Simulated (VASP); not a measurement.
# O (C2/m) in VASP: further runs, part 2 of 2

VASP 6.6.1. The steps go on from the part before.

**4. Single point, PBE, collinear spin, ferrimagnetic start**

Input file INCAR:

```
SYSTEM = O
PREC = Accurate
ENCUT = 520
EDIFF = 1E-6
ISMEAR = -1
SIGMA = 0.05
LREAL = .False.
LASPH = .True.
NELM = 150
ALGO = Normal
ISIF = 2
LWAVE = .False.
LCHARG = .False.
ISPIN = 2
MAGMOM = 0.6 0.6 0.6 -0.6
LORBIT = 11
GGA = PE
NBANDS = 24
```

Input file KPOINTS:

```
regular mesh
0
Gamma
  8 8 5
  0 0 0
```

Input file POSCAR:

```
O
1.0
    0.4569114499     -1.6624159400      3.6470501824
    0.0000000000     -3.3248318800      0.0000000000
    5.7028057066      0.0000000000      0.0000000000
O
4
Direct
    0.1555740200      0.9222129900      0.9476668200
    0.1555740200      0.4222129900      0.4476668200
    0.8444259800      0.5777870100      0.5523331800
    0.8444259800      0.0777870100      0.0523331800
```

Potentials or basis: VASP PAW PBE potentials, release 64 (O).

On the command line:

```sh
$ cat potpaw_PBE.64/O/POTCAR > POTCAR
$ mpirun -np 1 vasp_std > vasp.out
```

OUTCAR:

```text
SYSTEM = O
   PREC = Accurate
   ENCUT = 520
   EDIFF = 1E-6
   ISMEAR = -1
   LREAL = .False.
   LASPH = .True.
   NELM = 150
   ISIF = 2
   ISPIN = 2
   LORBIT = 11
   GGA = PE

 ion  position               nearest neighbor table
   1  0.156  0.922  0.948-   4 1.22
   2  0.156  0.422  0.448-   3 1.22
   3  0.844  0.578  0.552-   2 1.22
   4  0.844  0.078  0.052-   1 1.22

  LATTYP: Found a base centered monoclinic cell.
 ALAT       =     7.3511204877
 B/A-ratio  =     0.4522891287
 C/A-ratio  =     0.7757736683
 COS(beta)  =    -0.1243106954

  Lattice vectors:

 A1 = (  -0.4569114499,  -1.6624159400,  -3.6470501824)
 A2 = (  -0.4569114499,   1.6624159400,  -3.6470501824)
 A3 = (   5.7028057066,   0.0000000000,   0.0000000000)

Analysis of symmetry for initial positions (statically):
=====================================================================
 Subroutine PRICEL returns following result:

  LATTYP: Found a base centered monoclinic cell.
 ALAT       =     5.7028057066
 B/A-ratio  =     0.5830168607
 C/A-ratio  =     0.7650377976
 COS(beta)  =    -0.5488350190

  Lattice vectors:

 A1 = (  -2.8514028533,  -1.6624159400,   0.0000000000)
 A2 = (  -2.8514028533,   1.6624159400,   0.0000000000)
 A3 = (   2.3944914034,   0.0000000000,  -3.6470501824)

   2 primitive cells build up your supercell.

 Routine SETGRP: Setting up the symmetry group for a
 base centered monoclinic supercell.

 Subroutine GETGRP returns: Found  4 space group operations
 (whereof  4 operations were pure point group operations)
 out of a pool of  4 trial point group operations.

The static configuration has the point symmetry C_2h.

Analysis of symmetry for dynamics (positions and initial velocities):
=====================================================================
 Subroutine PRICEL returns following result:

  LATTYP: Found a base centered monoclinic cell.
 ALAT       =     5.7028057066
 B/A-ratio  =     0.5830168607
 C/A-ratio  =     0.7650377976
 COS(beta)  =    -0.5488350190

  Lattice vectors:

 A1 = (  -2.8514028533,  -1.6624159400,   0.0000000000)
 A2 = (  -2.8514028533,   1.6624159400,   0.0000000000)
 A3 = (   2.3944914034,   0.0000000000,  -3.6470501824)

   2 primitive cells build up your supercell.

 Routine SETGRP: Setting up the symmetry group for a
 base centered monoclinic supercell.

 Subroutine GETGRP returns: Found  4 space group operations
 (whereof  4 operations were pure point group operations)
 out of a pool of  4 trial point group operations.

The dynamic configuration has the point symmetry C_2h.

Analysis of structural, dynamic, and magnetic symmetry:
=====================================================================
 Subroutine PRICEL returns:
 Original cell was already a primitive cell.

 Routine SETGRP: Setting up the symmetry group for a
 base centered monoclinic supercell.

 Subroutine GETGRP returns: Found  2 space group operations
 (whereof  2 operations were pure point group operations)
 out of a pool of  4 trial point group operations.

The overall configuration has the point symmetry C_1h.

 Subroutine INISYM returns: Found  2 space group operations
 (whereof  2 operations are pure point group operations),
 and found     1 'primitive' translations

[... 90 lines left out ...]
   ISTART =      0    job   : 0-new  1-cont  2-samecut
   ICHARG =      2    charge: 1-file 2-atom 10-const
   ISPIN  =      2    spin polarized calculation?
   LNONCOLLINEAR =      F non collinear calculations
   LSORBIT =      F    spin-orbit coupling
   LASPH  =      T    aspherical Exc in radial PAW
   ENCUT  =  520.0 eV  38.22 Ry    6.18 a.u.   7.50  6.18 10.60*2*pi/ulx,y,z
   NELM   =    150;   NELMIN=  2; NELMDL= -5     # of ELM steps
   EDIFF  = 0.1E-05   stopping-criterion for ELM
   LREAL  =      F    real-space projection
[... 7 lines left out ...]
   TEBEG  =    0.0;   TEEND  =   0.0 temperature during run
   PSTRESS=    0.0 pullay stress
   NELECT =      24.0000    total number of electrons
   NUPDOWN=      -1.0000    fix difference up-down
   EMIN   =  10.00;   EMAX   =-10.00  energy-range for DOS
   EFERMI =   0.00;   METHOD = LEGACY
   ISMEAR =    -1;   SIGMA  =   0.05  broadening in eV -4-tet -1-fermi 0-gaus
   EFERMI_NEDOS =   21; number of points for ismear=-14 and -15
   IALGO  =     38    algorithm
   IMIX   =      4    mixing-type and parameters
     AMIX     =   0.40;   BMIX     =  1.00
     AMIX_MAG =   1.60;   BMIX_MAG =  1.00
  volume/ion in A,a.u.               =      17.29       116.66
  Fermi-wavevector in a.u.,A,eV,Ry     =   1.150479  2.174089 18.008688  1.323601
  Thomas-Fermi vector in A             =   2.287142
   LORBIT       =     11    0 simple, 1 ext, 2 COOP (PROOUT), +10 PAW based schemes
   GGA     = PE    functional components
   LHFCALC =     F    Hartree Fock is set to
   AEXX    =    0.0000 exact exchange contribution
   IVDW    =     0    specifies the selected vdW correction
   LEPSILON=     F    determine dielectric tensor
   LRPA    =     F    only Hartree local field effects (RPA)
 spin polarized calculation
  energy-cutoff  :      520.00
  volume of cell :       69.15
 maximum number of plane-waves:      1891
 NGX is ok and might be reduce to    30
   NGX = 15   NGY = 13   NGZ = 21

 number of electron      24.0000007 magnetization       1.3142007

 Free energy of the ion-electron system (eV)
  ---------------------------------------------------
  ext. energy  EPLUGINS =         0.00000000
  ---------------------------------------------------
  free energy    TOTEN  =       -19.22145967 eV

  energy without entropy =      -19.19719437  energy(sigma->0) =      -19.20932702

 E-fermi :  -1.7999     XC(G=0):  -7.3983

 val. band max:       -1.8011884624   @ k =   0.0000   0.1250   0.0000
 cond. band min:      -1.7885006368   @ k =   0.1250   0.2500   0.4000
 fundamental gap:      0.0126878257
 Fermi energy:        -1.7998775488

 spin component 1

 k-point     1 :       0.0000    0.0000    0.0000
  band No.  band energies     occupation
      1     -28.6022      1.00000
      2     -27.9746      1.00000
      3     -16.3152      1.00000
      4     -15.2780      1.00000
      5      -9.7060      1.00000
      6      -9.3153      1.00000
[... 637 lines left out ...]
     23      15.8347      0.00000
     24      15.8566      0.00000

 [... further k-points ...]

 spin component 2

 k-point     1 :       0.0000    0.0000    0.0000
  band No.  band energies     occupation
      1     -28.3927      1.00000
      2     -27.3922      1.00000
      3     -15.8971      1.00000
      4     -14.5058      1.00000
      5      -9.5256      1.00000
      6      -9.2443      1.00000
[... 637 lines left out ...]
     23      15.9896      0.00000
     24      15.9904      0.00000

 [... further k-points ...]

------------------------ aborting loop because EDIFF is reached ----------------------------------------

  FORCE on cell =-STRESS in cart. coord.  units (eV):
  Direction    XX          YY          ZZ          XY          YZ          ZX
  --------------------------------------------------------------------------------------
  -------------------------------------------------------------------------------------
  Total        0.6255146     -0.2874090      1.7905909      0.0000000      0.0000000     -0.4760366
  in kB       14.4926569     -6.6590300     41.4865156      0.0000000      0.0000000    -11.0293750
  external PRESSURE =      16.4400475 kB  Pullay stress =       0.0000000 kB

 VOLUME and BASIS-vectors are now :
 -----------------------------------------------------------------------------
  energy-cutoff  :      520.00
  volume of cell :       69.15
      direct lattice vectors                 reciprocal lattice vectors
     0.456911450 -1.662415940  3.647050182     0.000000000  0.000000000  0.274194198
     0.000000000 -3.324831880  0.000000000     0.000000000 -0.300767087 -0.137097099
     5.702805707  0.000000000  0.000000000     0.175352283  0.000000000 -0.021968567

 POSITION                                       TOTAL-FORCE (eV/Angst)
 -----------------------------------------------------------------------------------
      5.47544     -3.32483      0.56739        -0.205621      0.000000      0.721052
      2.62404     -1.66242      0.56739        -0.232479     -0.000000      0.717825
      3.53568     -3.32483      3.07966         0.232482     -0.000000     -0.717832
      0.68427     -1.66242      3.07966         0.205618      0.000000     -0.721045
 -----------------------------------------------------------------------------------
    total drift:                               -0.000109     -0.000000      0.000281

  FREE ENERGIE OF THE ION-ELECTRON SYSTEM (eV)
  ---------------------------------------------------
  free  energy   TOTEN  =       -19.2214596673 eV

  energy  without entropy=      -19.1971943711  energy(sigma->0) =      -19.20932702

 total charge

# of ion       s       p       d       tot
------------------------------------------
    1        1.615   3.283   0.000   4.897
    2        1.612   3.294   0.000   4.906
    3        1.612   3.294   0.000   4.906
    4        1.615   3.283   0.000   4.897
--------------------------------------------------
tot          6.454  13.153   0.000  19.607

 magnetization (x)

# of ion       s       p       d       tot
------------------------------------------
    1       -0.003  -0.272   0.000  -0.276
    2        0.010   0.797   0.000   0.808
    3        0.010   0.797   0.000   0.808
    4       -0.003  -0.272   0.000  -0.276
--------------------------------------------------
tot          0.014   1.050   0.000   1.064
```

stdout:

```text
POSCAR found type information on POSCAR O
 POSCAR found :  1 types and       4 ions
 scaLAPACK will be used
 LDA part: xc-table for (Slater+PW92), standard interpolation
 POSCAR, INCAR and KPOINTS ok, starting setup
 FFT: planning ... GRIDC
 FFT: planning ... GRID_SOFT
 FFT: planning ... GRID
 WAVECAR not read
 entering main loop
```

It took 5.9 min on 1 thread of Intel Xeon Platinum 8259CL at 2.50GHz (Skylake/Cascade Lake), shared host; peak memory 0.33 GiB.

Results:

```yaml
Free_energy: -19.2215 eV
Pressure: 1.6 GPa
Largest_force: 0.755 eV/Å
Net_moment: 1.31 μB per cell
Site_moments: O -0.28, +0.81 (each value once) μB
Valence_electrons_inside_the_program's_atomic_spheres: O 4.90, 4.91 (each value once)
```

Forces on the atoms (eV/Å):
```
O   -0.206  0.000  0.721
O   -0.232  0.000  0.718
O    0.232  0.000 -0.718
O    0.206  0.000 -0.721
```

Caveat: the standard files for N, O and F lose accuracy on very short bonds; this functional lacks dispersion, which holds the molecules together, so the pressure and a relaxed volume are unreliable.
